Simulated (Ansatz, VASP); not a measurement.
# HfO2: VASP beside Ansatz

```
Hf O
1.0
     5.11800    0.00000    0.00000
     0.00000    5.18570    0.00000
    -0.85866    0.00000    5.21387
Hf O
4 8
Direct
  0.27670 0.04188 0.20813
  0.72330 0.54188 0.29187
  0.72330 0.95812 0.79187
  0.27670 0.45812 0.70813
  0.44655 0.75838 0.48027
  0.55345 0.25838 0.01973
  0.55345 0.24162 0.51973
  0.44655 0.74162 0.98027
  0.07264 0.33925 0.33895
  0.92736 0.83925 0.16105
  0.92736 0.66075 0.66105
  0.07264 0.16075 0.83895
```

Alike in both runs: functional PBE; k mesh 4 × 4 × 4; occupations fermi-dirac, width 0.02 eV; no spin polarisation.

Ansatz relaxed the structure, and its values are those at the end. VASP's run is a single point on that final structure, the one shown.

```csv
,VASP,Ansatz
version,VASP 6.6.1,Ansatz 0.2.0
potentials or method,"VASP PAW PBE potentials, release 64 (Hf_pv, O)","plane-wave PAW, scalar-relativistic"
plane-wave cutoff (eV),520,420
valence electrons in the cell,88,152
```

```tsv
	VASP	Ansatz	Ansatz less VASP
gap on the k mesh at the Fermi level (eV)	4.02	4.06	+0.041
pressure (GPa)	1.7	4.9	+3.19
rms of the force components (eV/Å)	0.034	0.000	-0.0334
```

The functional is the same, so the differences come from potentials, cutoffs and numerics. VASP's potentials hold 88 valence electrons a cell and Ansatz's 152, so a difference there can come from the potentials and not from the codes. Ansatz's warnings: stress scf threshold loose.

Neither program's run includes spin-orbit coupling.
